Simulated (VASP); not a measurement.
# MgCd2S3 (P-3m1) in VASP: notebook

Runs on MgCd2S3. Level: PBE. Tasks: single point, relaxation of cell and atoms.

Everything below comes from runs of VASP 6.6.1. Logs are shortened: lines on timing, memory, paths and dates and some standing lists are left out, and cuts for length are marked.

## 1. The cell of the first run

It takes space group P-3m1 (No. 164, trigonal). Conventional cell: a = 4.243 Å, b = 4.243 Å, c = 7.450 Å, α = 90.00°, β = 90.00°, γ = 120.00°. Within 4.5 Å of Mg (site symmetry -3m) lie 6 Cd at 3.39 Å and 8 S at 3.58 to 3.73 Å and 6 Mg at 4.24 Å. Within 3.4 Å of Cd (site symmetry 3m) lie 7 S at 2.46 to 2.81 Å and 3 Mg at 3.39 Å. S (site symmetry 3m) has 4 Cd at 2.46 to 2.50 Å and 6 S at 2.69 to 3.31 Å within 3.4 Å. S (site symmetry -3m) has 6 S at 2.69 Å and 6 Cd at 2.81 Å within 3.5 Å.

The cell was generated, and may not be a known phase.

## 2. Single point, PBE

INCAR reads:

```
ALGO = Normal
EDIFF = 1E-7
ENCUT = 520
GGA = PE
ISIF = 2
ISMEAR = 0
LASPH = True
LCHARG = False
LREAL = False
LWAVE = False
NBANDS = 31
NELM = 80
PREC = Accurate
SIGMA = 0.1
```

KPOINTS reads:

```
k-points
0
Gamma
  6 6 4
```

POSCAR reads:

```
MgCd2S3
1.0
    4.2427444000      0.0000000000      0.0000000000
   -2.1213722000      3.6743244300      0.0000000000
    0.0000000000      0.0000000000      7.4502277200
Mg Cd S
1 2 3
Direct
    0.0000000000      0.0000000000      0.5000000000
    0.6666666700      0.3333333300      0.1857560900
    0.3333333300      0.6666666700      0.8142439100
    0.6666666700      0.3333333300      0.8504758500
    0.3333333300      0.6666666700      0.1495241500
    0.0000000000      0.0000000000      0.0000000000
```

Potentials or basis: VASP PAW PBE potentials, release 64 (Mg, Cd, S).

Launch:

```console
cat potpaw_PBE.64/Mg/POTCAR potpaw_PBE.64/Cd/POTCAR potpaw_PBE.64/S/POTCAR > POTCAR
mpirun -np 1 vasp_std > vasp.out
```

OUTCAR:

```text
EDIFF = 1E-7
   ENCUT = 520
   GGA = PE
   ISIF = 2
   ISMEAR = 0
   LASPH = True
   LREAL = False
   NELM = 80
   PREC = Accurate

 ion  position               nearest neighbor table
   1  0.000  0.000  0.500-   2 3.39   3 3.39   3 3.39   2 3.39   2 3.39   3 3.39
   2  0.667  0.333  0.186-   5 2.46   5 2.46   5 2.46   4 2.50   6 2.81   6 2.81   6 2.81   1 3.39
                             1 3.39   1 3.39   3 3.70   3 3.70   3 3.70
   3  0.333  0.667  0.814-   4 2.46   4 2.46   4 2.46   5 2.50   6 2.81   6 2.81   6 2.81   1 3.39
                             1 3.39   1 3.39   2 3.70   2 3.70   2 3.70
   4  0.667  0.333  0.850-   3 2.46   3 2.46   3 2.46   2 2.50   6 2.69   6 2.69   6 2.69
   5  0.333  0.667  0.150-   2 2.46   2 2.46   2 2.46   3 2.50   6 2.69   6 2.69   6 2.69
   6  0.000  0.000  0.000-   4 2.69   5 2.69   5 2.69   4 2.69   4 2.69   5 2.69   2 2.81   3 2.81
                             3 2.81   2 2.81   3 2.81   2 2.81

  LATTYP: Found a hexagonal cell.
 ALAT       =     4.2427444000
 C/A-ratio  =     1.7559925882

  Lattice vectors:

 A1 = (   4.2427444000,   0.0000000000,   0.0000000000)
 A2 = (  -2.1213722000,   3.6743244300,   0.0000000000)
 A3 = (   0.0000000000,   0.0000000000,   7.4502277200)

Analysis of symmetry for initial positions (statically):
=====================================================================
 Subroutine PRICEL returns:
 Original cell was already a primitive cell.

 Routine SETGRP: Setting up the symmetry group for a
 hexagonal supercell.

 Subroutine GETGRP returns: Found 12 space group operations
 (whereof 12 operations were pure point group operations)
 out of a pool of 24 trial point group operations.

The static configuration has the point symmetry D_3d.

Analysis of symmetry for dynamics (positions and initial velocities):
=====================================================================
 Subroutine PRICEL returns:
 Original cell was already a primitive cell.

 Routine SETGRP: Setting up the symmetry group for a
 hexagonal supercell.

 Subroutine GETGRP returns: Found 12 space group operations
 (whereof 12 operations were pure point group operations)
 out of a pool of 24 trial point group operations.

The dynamic configuration has the point symmetry D_3d.

 Subroutine INISYM returns: Found 12 space group operations
 (whereof 12 operations are pure point group operations),
 and found     1 'primitive' translations

----------------------------------------------------------------------------------------

                                     Primitive cell

  volume of cell :     116.1432

  direct lattice vectors                    reciprocal lattice vectors
     4.242744400  0.000000000  0.000000000     0.235696499  0.136079437  0.000000000
    -2.121372200  3.674324430  0.000000000     0.000000000  0.272158874  0.000000000
     0.000000000  0.000000000  7.450227720     0.000000000  0.000000000  0.134224085

  length of vectors
     4.242744400  4.242744398  7.450227720     0.272158874  0.272158874  0.134224085

  position of ions in fractional coordinates (direct lattice)
     0.000000000  0.000000000  0.500000000
     0.666666670  0.333333330  0.185756090
     0.333333330  0.666666670  0.814243910
     0.666666670  0.333333330  0.850475850
     0.333333330  0.666666670  0.149524150
     0.000000000  0.000000000  0.000000000

  ion indices of the primitive-cell ions
   primitive index   ion index
                 1           1
                 2           2
                 3           3
                 4           4
                 5           5
                 6           6

----------------------------------------------------------------------------------------

 KPOINTS: k-points

Automatic generation of k-mesh.
 Grid dimensions read from file:
 generate k-points for:    6    6    4

 Generating k-lattice:

  Cartesian coordinates                     Fractional coordinates (reciprocal lattice)
     0.039282750  0.022679906  0.000000000     0.166666667  0.000000000  0.000000000
     0.000000000  0.045359812  0.000000000     0.000000000  0.166666667  0.000000000
     0.000000000  0.000000000  0.033556021     0.000000000  0.000000000  0.250000000

  Length of vectors
     0.045359812  0.045359812  0.033556021

  Shift w.r.t. Gamma in fractional coordinates (k-lattice)
     0.000000000  0.000000000  0.000000000

 Subroutine IBZKPT returns following result:
 ===========================================

 Found     24 irreducible k-points:

 Following reciprocal coordinates:
            Coordinates               Weight
  0.000000  0.000000  0.000000      1.000000
  0.166667  0.000000  0.000000      6.000000
  0.333333  0.000000  0.000000      6.000000
  0.500000  0.000000  0.000000      3.000000
  0.166667  0.166667  0.000000      6.000000
  0.333333  0.166667  0.000000     12.000000
[... 16 lines left out ...]
  0.333333  0.166667  0.500000     12.000000
  0.333333  0.333333  0.500000      2.000000
[... 24 lines left out ...]
   ISIF   =      2    stress and relaxation
   ISYM   =      2    0-nonsym 1-usesym 2-fastsym
   POTIM  = 0.5000    time-step for ionic-motion
   TEBEG  =    0.0;   TEEND  =   0.0 temperature during run
   PSTRESS=    0.0 pullay stress
   NELECT =      44.0000    total number of electrons
   NUPDOWN=      -1.0000    fix difference up-down
   EMIN   =  10.00;   EMAX   =-10.00  energy-range for DOS
   EFERMI =   0.00;   METHOD = LEGACY
   ISMEAR =     0;   SIGMA  =   0.10  broadening in eV -4-tet -1-fermi 0-gaus
   EFERMI_NEDOS =   21; number of points for ismear=-14 and -15
   IALGO  =     38    algorithm
   IMIX   =      4    mixing-type and parameters
     AMIX     =   0.40;   BMIX     =  1.00
     AMIX_MAG =   1.60;   BMIX_MAG =  1.00
  volume/ion in A,a.u.               =      19.36       130.63
  Fermi-wavevector in a.u.,A,eV,Ry     =   1.184571  2.238515 19.091809  1.403208
  Thomas-Fermi vector in A             =   2.320782
   LORBIT       =      0    0 simple, 1 ext, 2 COOP (PROOUT), +10 PAW based schemes
   GGA     = PE    functional components
   LHFCALC =     F    Hartree Fock is set to
   AEXX    =    0.0000 exact exchange contribution
   IVDW    =     0    specifies the selected vdW correction
   LEPSILON=     F    determine dielectric tensor
   LRPA    =     F    only Hartree local field effects (RPA)
 non-spin polarized calculation
 Gauss-broadening in eV      SIGMA  =   0.10
  energy-cutoff  :      520.00
  volume of cell :      116.14
 maximum number of plane-waves:      3186
   NGX = 15   NGY = 15   NGZ = 27

 number of electron      44.0000008 magnetization

 Free energy of the ion-electron system (eV)
  ---------------------------------------------------
  ext. energy  EPLUGINS =         0.00000000
  ---------------------------------------------------
  free energy    TOTEN  =       -11.94153656 eV

  energy without entropy =      -11.92142397  energy(sigma->0) =      -11.93148027

 E-fermi :   4.7909     XC(G=0): -10.1771

 val. band max:        4.7839532289   @ k =   0.1667   0.1667   0.2500
 cond. band min:       4.7911544973   @ k =   0.3333   0.3333   0.2500
 fundamental gap:      0.0072012684
 Fermi energy:         4.7908709545

 k-point     1 :       0.0000    0.0000    0.0000
  band No.  band energies     occupation
      1     -11.6693      2.00000
      2      -9.2150      2.00000
      3      -6.0308      2.00000
      4      -4.8719      2.00000
      5      -4.8719      2.00000
      6      -4.8131      2.00000
[... 23 lines left out ...]
     30      10.0483      0.00000
     31      11.3845      0.00000

 k-point     2 :       0.1667    0.0000    0.0000
  band No.  band energies     occupation
      1     -11.4297      2.00000
      2      -9.1682      2.00000
      3      -6.8306      2.00000
      4      -4.8446      2.00000
      5      -4.8005      2.00000
      6      -4.6853      2.00000
[... 23 lines left out ...]
     30      10.7117      0.00000
     31      11.5158      0.00000

 k-point     3 :       0.3333    0.0000    0.0000
  band No.  band energies     occupation
      1     -10.7520      2.00000
      2      -9.1885      2.00000
      3      -7.9222      2.00000
      4      -4.7539      2.00000
      5      -4.6417      2.00000
      6      -4.4769      2.00000
[... 703 lines left out ...]
     30      11.3240      0.00000
     31      12.3955      0.00000

 k-point    24 :       0.3333    0.3333    0.5000
  band No.  band energies     occupation
      1      -9.4522      2.00000
      2      -9.4522      2.00000
      3      -9.0853      2.00000
      4      -4.5545      2.00000
      5      -4.5545      2.00000
      6      -4.4331      2.00000
[... 23 lines left out ...]
     30      11.0106      0.00000
     31      13.1021      0.00000

------------------------ aborting loop because EDIFF is reached ----------------------------------------

  FORCE on cell =-STRESS in cart. coord.  units (eV):
  Direction    XX          YY          ZZ          XY          YZ          ZX
  --------------------------------------------------------------------------------------
  -------------------------------------------------------------------------------------
  Total       16.1911072     16.1911071     11.8233357      0.0000000      0.0000000      0.0000000
  in kB      223.3537317    223.3537314    163.1010238      0.0000000      0.0000000      0.0000000
  external PRESSURE =     203.2694956 kB  Pullay stress =       0.0000000 kB

 VOLUME and BASIS-vectors are now :
 -----------------------------------------------------------------------------
  energy-cutoff  :      520.00
  volume of cell :      116.14
      direct lattice vectors                 reciprocal lattice vectors
     4.242744400  0.000000000  0.000000000     0.235696499  0.136079437  0.000000000
    -2.121372200  3.674324430  0.000000000     0.000000000  0.272158874  0.000000000
     0.000000000  0.000000000  7.450227720     0.000000000  0.000000000  0.134224085

 POSITION                                       TOTAL-FORCE (eV/Angst)
 -----------------------------------------------------------------------------------
      0.00000      0.00000      3.72511        -0.000000      0.000000      0.000000
      2.12137      1.22477      1.38393         0.000000     -0.000000      2.546048
     -0.00000      2.44955      6.06630        -0.000000      0.000000     -2.546048
      2.12137      1.22477      6.33624         0.000000      0.000000     -2.784980
     -0.00000      2.44955      1.11399        -0.000000      0.000000      2.784980
      0.00000      0.00000      0.00000        -0.000000      0.000000      0.000000
 -----------------------------------------------------------------------------------
    total drift:                               -0.000000      0.000000     -0.000000

  FREE ENERGIE OF THE ION-ELECTRON SYSTEM (eV)
  ---------------------------------------------------
  free  energy   TOTEN  =       -11.9415365637 eV

  energy  without entropy=      -11.9214239721  energy(sigma->0) =      -11.93148027
```

It took 37 s on 1 thread of Intel Xeon 6975P-C (Granite Rapids), shared host; peak memory 0.27 GiB.

Results:

```
Free energy            : -11.9415 eV
Pressure               : 20.3 GPa
Largest force          : 2.785 eV/Å
Band gap on the k mesh : zero (bands 22 and 23 overlap by 1.70 eV)
```

Forces on the atoms (eV/Å):
```
Mg   0.000  0.000  0.000
Cd   0.000  0.000  2.546
Cd   0.000  0.000 -2.546
S    0.000  0.000 -2.785
S    0.000  0.000  2.785
S    0.000  0.000  0.000
```

Caveat: the stress differs along the axes, from 16 to 22 GPa; forces of over 1 eV/Å act on the atoms, so gaps and moduli don't describe the material at rest.

## 3. Single point, PBE

This run uses another cell than the first one, of 19.83 Å³/atom.

INCAR reads:

```
SYSTEM = MgCd2S3
PREC = Accurate ; ENCUT = 520
EDIFF = 1E-6 ; ISMEAR = 0
SIGMA = 0.1 ; LREAL = .FALSE.
LASPH = .TRUE. ; NELM = 100
ALGO = Normal ; ISIF = 2
LWAVE = .FALSE. ; LCHARG = .FALSE.
GGA = PE ; NBANDS = 31
```

KPOINTS reads:

```
Automatic mesh
0
G
  6 6 4
  0 0 0
```

POSCAR reads:

```
MgCd2S3
1.0
    3.8271016253      0.0000000000      0.0000000000
   -1.9135508127      3.3143672304      0.0000000000
    0.0000000000      0.0000000000      9.3795635100
Mg Cd S
1 2 3
Direct
    0.0000000000      0.0000000000      0.5000000000
    0.6666666667      0.3333333333      0.1711488639
    0.3333333333      0.6666666667      0.8288511361
    0.6666666667      0.3333333333      0.6559654195
    0.3333333333      0.6666666667      0.3440345805
    0.0000000000      0.0000000000      0.0000000000
```

Potentials or basis: VASP PAW PBE potentials, release 64 (Mg, Cd, S).

Launch:

```console
cat potpaw_PBE.64/Mg/POTCAR potpaw_PBE.64/Cd/POTCAR potpaw_PBE.64/S/POTCAR > POTCAR
mpirun -np 1 vasp_std > vasp.out
```

Wall time 37 s (1 thread of Intel Xeon 6975P-C (Granite Rapids), shared host); peak memory 0.26 GiB.

The run converged. Its results:

```yaml
Free_energy: -20.1606 eV
Pressure: 0.2 GPa
Largest_force: 0.055 eV/Å
Band_gap_on_the_k_mesh: 0.90 eV (least direct gap 1.44 eV)
```

Forces in eV/Å, atoms in the order of the input:
```
Mg   0.000  0.000  0.000
Cd   0.000  0.000  0.003
Cd   0.000  0.000 -0.003
S    0.000  0.000 -0.055
S    0.000  0.000  0.055
S    0.000  0.000  0.000
```

Levels at points of the mesh, in eV from the valence-band top:
| k point | band 20 | band 21 | band 22 | band 23 | band 24 | band 25 |
| --- | --- | --- | --- | --- | --- | --- |
| (0.00, 0.00, 0.00) | -0.50 | 0.00 | 0.00 | 1.58 | 3.97 | 4.02 |
| (0.50, 0.00, 0.00) | -1.05 | -0.92 | -0.54 | 0.90 | 3.99 | 4.24 |
| (0.00, 0.00, 0.50) | -0.31 | -0.08 | -0.08 | 2.88 | 3.38 | 3.84 |
| (0.50, 0.00, 0.50) | -1.55 | -0.17 | -0.13 | 1.81 | 2.58 | 3.78 |

A k mesh can miss the band edges.

## 4. Relaxation of cell and atoms, PBE

INCAR reads:

```
SYSTEM = MgCd2S3
PREC = Accurate ; ENCUT = 600
EDIFF = 1E-6 ; ISMEAR = 0
SIGMA = 0.1 ; LREAL = .False.
LASPH = .True. ; NELM = 80
ALGO = Normal ; ISIF = 3
LWAVE = .False. ; LCHARG = .False.
GGA = PE ; IBRION = 2
NSW = 90 ; EDIFFG = -0.04
```

KPOINTS reads:

```
regular mesh
0
Gamma
  6 6 4
  0 0 0
```

POSCAR reads:

```
MgCd2S3
1.0
    4.2427444000      0.0000000000      0.0000000000
   -2.1213722000      3.6743244300      0.0000000000
    0.0000000000      0.0000000000      7.4502277200
Mg Cd S
1 2 3
Direct
    0.0000000000      0.0000000000      0.5000000000
    0.6666666700      0.3333333300      0.1857560900
    0.3333333300      0.6666666700      0.8142439100
    0.6666666700      0.3333333300      0.8504758500
    0.3333333300      0.6666666700      0.1495241500
    0.0000000000      0.0000000000      0.0000000000
```

Launch:

```console
cat potpaw_PBE.64/Mg/POTCAR potpaw_PBE.64/Cd/POTCAR potpaw_PBE.64/S/POTCAR > POTCAR
mpirun -np 1 vasp_std > vasp.out
```

Wall time 14 min (1 thread of Intel Xeon 6975P-C (Granite Rapids), shared host); peak memory 0.34 GiB.

The run converged. Its results:

- Free energy: -20.1532 eV
- Relaxed volume: 19.80 Å³/atom
- Relaxed cell: a = 3.830 Å, b = 3.830 Å, c = 9.352 Å, α = 90.00°, β = 90.00°, γ = 120.00°
- Space group after relaxing (to 0.1 Å): P-3m1 (No. 164)
- Pressure after relaxing: 0.2 GPa
- Largest force after relaxing: 0.035 eV/Å
- Band gap on the k mesh: 0.91 eV (least direct gap 1.45 eV)

Forces on the atoms (eV/Å):
```
Mg   0.000  0.000  0.000
Cd   0.000  0.000 -0.035
Cd   0.000  0.000  0.035
S    0.000  0.000  0.021
S    0.000  0.000 -0.021
S    0.000  0.000  0.000
```

Stress tensor (GPa, compression positive):
```
0.18 0.00 0.00
0.00 0.18 0.00
0.00 0.00 0.30
```

Final structure:
```
CELL_PARAMETERS angstrom
3.82992 0.00000 0.00000
-1.91496 3.31681 0.00000
0.00000 0.00000 9.35178
ATOMIC_POSITIONS crystal
Mg 0.00000 0.00000 0.50000
Cd 0.66667 0.33333 0.17208
Cd 0.33333 0.66667 0.82792
S 0.66667 0.33333 0.65461
S 0.33333 0.66667 0.34539
S 0.00000 0.00000 0.00000
```

Levels at points of the mesh, in eV from the valence-band top:
| k point | band 20 | band 21 | band 22 | band 23 | band 24 | band 25 |
| --- | --- | --- | --- | --- | --- | --- |
| (0.00, 0.00, 0.00) | -0.48 | 0.00 | 0.00 | 1.59 | 3.97 | 4.01 |
| (0.50, 0.00, 0.00) | -1.05 | -0.93 | -0.54 | 0.91 | 3.99 | 4.24 |
| (0.00, 0.00, 0.50) | -0.32 | -0.08 | -0.08 | 2.89 | 3.38 | 3.83 |
| (0.50, 0.00, 0.50) | -1.59 | -0.17 | -0.11 | 1.82 | 2.58 | 3.79 |

Caveat: a cell axis changed by over 15 % at a fixed basis, so the end point is rough.

## 5. Single point, PBE

This run uses another cell than the first one, of 19.83 Å³/atom.

INCAR reads:

```
SYSTEM = MgCd2S3
ALGO     = Normal         ! electronic algorithm
EDIFF    = 1E-7           ! SCF threshold, eV
ENCUT    = 520            ! plane-wave cutoff, eV
GGA      = PE             ! functional
ISIF     = 2              ! what is computed and relaxed
ISMEAR   = 0              ! smearing method
LASPH    = .TRUE.         ! aspherical terms in the spheres
LCHARG   = .TRUE.         ! write CHGCAR
LELF     = .TRUE.         ! ELF
LREAL    = .FALSE.        ! projectors in reciprocal space
LVHAR    = .TRUE.       
LWAVE    = .FALSE.        ! write WAVECAR
NBANDS   = 31             ! bands
NELM     = 60             ! most SCF steps
PREC     = Accurate       ! precision mode
SIGMA    = 0.02           ! smearing width, eV
```

KPOINTS reads:

```
k-points
0
G
  12 12 4
  0 0 0
```

POSCAR reads:

```
MgCd2S3
1.0
    3.8271016253      0.0000000000      0.0000000000
   -1.9135508127      3.3143672304      0.0000000000
    0.0000000000      0.0000000000      9.3795635100
Mg Cd S
1 2 3
Direct
    0.0000000000      0.0000000000      0.5000000000
    0.6666666667      0.3333333333      0.1711488639
    0.3333333333      0.6666666667      0.8288511361
    0.6666666667      0.3333333333      0.6559654195
    0.3333333333      0.6666666667      0.3440345805
    0.0000000000      0.0000000000      0.0000000000
```

Launch:

```console
cat potpaw_PBE.64/Mg/POTCAR potpaw_PBE.64/Cd/POTCAR potpaw_PBE.64/S/POTCAR > POTCAR
mpirun -np 1 vasp_std > vasp.out
```

Wall time 1.8 min (1 thread of Intel Xeon 6975P-C (Granite Rapids), shared host); peak memory 0.37 GiB.

It converged, with:

* Free energy: -20.1680 eV
* Pressure: 0.2 GPa
* Largest force: 0.052 eV/Å
* Band gap on the k mesh: 0.91 eV (least direct gap 1.45 eV)

Forces in eV/Å, atoms in the order of the input:
```
Mg   0.000  0.000  0.000
Cd   0.000  0.000  0.004
Cd   0.000  0.000 -0.004
S    0.000  0.000 -0.052
S    0.000  0.000  0.052
S    0.000  0.000  0.000
```

Levels at points of the mesh, in eV from the valence-band top:
```
           k point  band 19  band 20  band 21  band 22  band 23  band 24  band 25  band 26
(0.00, 0.00, 0.00)    -0.50    -0.50     0.00     0.00     1.59     3.97     4.03     6.73
(0.50, 0.00, 0.00)    -1.44    -1.05    -0.92    -0.54     0.91     3.99     4.24     5.29
(0.00, 0.00, 0.50)    -0.31    -0.31    -0.08    -0.08     2.88     3.38     3.85     6.22
(0.50, 0.00, 0.50)    -1.65    -1.55    -0.17    -0.13     1.81     2.58     3.78     5.69
```

## 6. Summary

| task | cell | k mesh | cutoff (eV) | smearing | gap on the mesh (eV) | pressure (GPa) | largest force (eV/Å) |
| --- | --- | --- | --- | --- | --- | --- | --- |
| single point | a = 4.243, b = 4.243, c = 7.450 Å, angles 90.0, 90.0, 120.0°, 6 atoms, atomic positions A | 6 × 6 × 4 | 520 | gaussian 0.1 eV | none | 20.3 | 2.78 |
| single point | a = 3.827, b = 3.827, c = 9.380 Å, angles 90.0, 90.0, 120.0°, 6 atoms, atomic positions B | 6 × 6 × 4 | 520 | gaussian 0.1 eV | 0.90 | 0.2 | 0.05 |
| relaxation of cell and atoms | relaxed from a = 4.243, b = 4.243, c = 7.450 Å, angles 90.0, 90.0, 120.0°, 6 atoms, atomic positions A | 6 × 6 × 4 | 600 | gaussian 0.1 eV | 0.91 | 0.2 | 0.03 |
| single point | a = 3.827, b = 3.827, c = 9.380 Å, angles 90.0, 90.0, 120.0°, 6 atoms, atomic positions B | 12 × 12 × 4 | 520 | gaussian 0.02 eV | 0.91 | 0.2 | 0.05 |

Alike in all rows: level PBE; potentials or basis VASP PAW PBE potentials, release 64 (Mg, Cd, S); no spin polarisation.

Caveats: the stress differs along the axes, from 16 to 22 GPa (at least some runs); forces of over 1 eV/Å act on the atoms, so gaps and moduli don't describe the material at rest (at least some runs); a cell axis changed by over 15 % at a fixed basis, so the end point is rough (at least some runs).

Absolute energies hang on the potentials; compare differences alone.
